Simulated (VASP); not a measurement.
A run of VASP 6.6.1:

The input INCAR:

```
  ALGO = Normal
  EDIFF = 1E-7
  ENCUT = 520
  GGA = PS
  ISIF = 2
  ISMEAR = 0
  IVDW = 12
  LASPH = T
  LCHARG = T
  LELF = T
  LREAL = F
  LVHAR = T
  LWAVE = F
  NBANDS = 20
  NELM = 100
  PREC = Accurate
  SIGMA = 0.05
```

File KPOINTS:

```
k-points
0
Gamma
  12 12 12
```

POSCAR

```
WS2
1.0
    1.5790003843      0.9116362969      6.1633300000
   -1.5790003843      0.9116362969      6.1633300000
    0.0000000000     -1.8232725938      6.1633300000
W S
1 2
Direct
    0.0000000000      0.0000000000      0.0000000000
    0.7503000000      0.7503000000      0.7503000000
    0.5647750047      0.5647750047      0.5647750047
```

Potentials or basis: VASP PAW PBE potentials, release 64 (W_sv, S).

Run with:

```console
$ cat potpaw_PBE.64/W_sv/POTCAR potpaw_PBE.64/S/POTCAR > POTCAR
$ mpirun -np 1 vasp_std > vasp.out
```

Hardware: 1 thread of Intel(R) Xeon(R) Platinum 8259CL CPU @ 2.50GHz (Skylake/Cascade Lake) (shared host).

Q: Estimate the wall time of this run.

A: It took 7.1 min on 1 thread of Intel(R) Xeon(R) Platinum 8259CL CPU @ 2.50GHz (Skylake/Cascade Lake) (shared host), peak memory 0.44 GiB. Counts: scf iterations 15, k points 189.
